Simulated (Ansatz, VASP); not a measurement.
## One calculation of Ga4SbAs3, two programs

File INCAR:

```
SYSTEM = Ga4SbAs3
ALGO     = Fast           ! electronic algorithm
EDIFF    = 1E-6           ! SCF threshold, eV
EDIFFG   = -0.01          ! ionic threshold
ENCUT    = 600            ! plane-wave cutoff, eV
GGA      = PE             ! functional
IBRION   = 2              ! ionic algorithm
ISIF     = 3              ! what is computed and relaxed
ISMEAR   = 0              ! smearing method
LASPH    = .True.         ! aspherical terms in the spheres
LCHARG   = .False.        ! write CHGCAR
LREAL    = .False.        ! projectors in reciprocal space
LWAVE    = .False.        ! write WAVECAR
NELM     = 80             ! most SCF steps
NSW      = 100            ! ionic steps
PREC     = Accurate       ! precision mode
SIGMA    = 0.1            ! smearing width, eV
```

File KPOINTS:

```
k-points
0
Gamma
  10 10 4
  0 0 0
```

POSCAR

```
Ga4SbAs3
1.0
    4.1484388000      0.0000000000      0.0000000000
    0.0000000000      4.1484388000      0.0000000000
    0.0000000000      0.0000000000     11.7292885000
Ga Sb As
4 1 3
Direct
    0.5000000000      0.0000000000      0.6385310000
    0.0000000000      0.5000000000      0.8796450000
    0.5000000000      0.0000000000      0.1203550000
    0.0000000000      0.5000000000      0.3614690000
    0.0000000000      0.0000000000      0.5000000000
    0.0000000000      0.0000000000      0.0000000000
    0.5000000000      0.5000000000      0.2409650000
    0.5000000000      0.5000000000      0.7590350000
```

Input for Ansatz:

```yaml
crystal:
  lattice:
    - [4.1484388, 0.0, 0.0]
    - [0.0, 4.1484388, 0.0]
    - [0.0, 0.0, 11.7292885]
  atoms:
    - { symbol: Ga, position: [0.5, 0.0, 0.638531] }
    - { symbol: Ga, position: [0.0, 0.5, 0.879645] }
    - { symbol: Ga, position: [0.5, 0.0, 0.120355] }
    - { symbol: Ga, position: [0.0, 0.5, 0.361469] }
    - { symbol: Sb, position: [0.0, 0.0, 0.5] }
    - { symbol: As, position: [0.0, 0.0, 0.0] }
    - { symbol: As, position: [0.5, 0.5, 0.240965] }
    - { symbol: As, position: [0.5, 0.5, 0.759035] }
basis:
  ecutwfc: 420
kpoints:
  mp_grid: { grid: [10, 10, 4] }
hamiltonian:
  xc: pbe
scf:
  occupations: { method: gaussian, width: 0.1 }
output:
  forces: true
  stress: true
  eigenvalues: true
relax:
  adjacent_minimum: "off"
  f_tol: 0.01
  max_steps: 80
  cell: { stress_tol: 0.05 }
```

Alike in both runs: task relaxation of cell and atoms; functional PBE; k mesh 10 × 10 × 4; occupations gaussian, width 0.1 eV; no spin polarisation.

|  | VASP | Ansatz |
| --- | --- | --- |
| version | VASP 6.6.1 | Ansatz 0.2.0 |
| potentials or method | VASP PAW PBE potentials, release 64 (Ga_d, Sb, As), cutoff 600 eV | scalar-relativistic, plane waves, PAW |
| valence electrons in the cell | 72 | 112 |

|  | VASP | Ansatz | Ansatz less VASP |
| --- | --- | --- | --- |
| gap on the k mesh at the Fermi level, each at its own relaxed structure (eV) | none | none | - |
| relaxed volume (Å³/atom) | 25.29 | 25.23 | -0.058 |
| relaxed cell length with the largest relative difference (Å) | 11.738 | 11.729 | -0.0091 |

A gap of «none» marks a metal or a gap that the smearing closes. VASP's potentials hold 72 valence electrons a cell and Ansatz's 112, so a difference there can come from the potentials and not from the codes.

Neither program's run includes spin-orbit coupling.
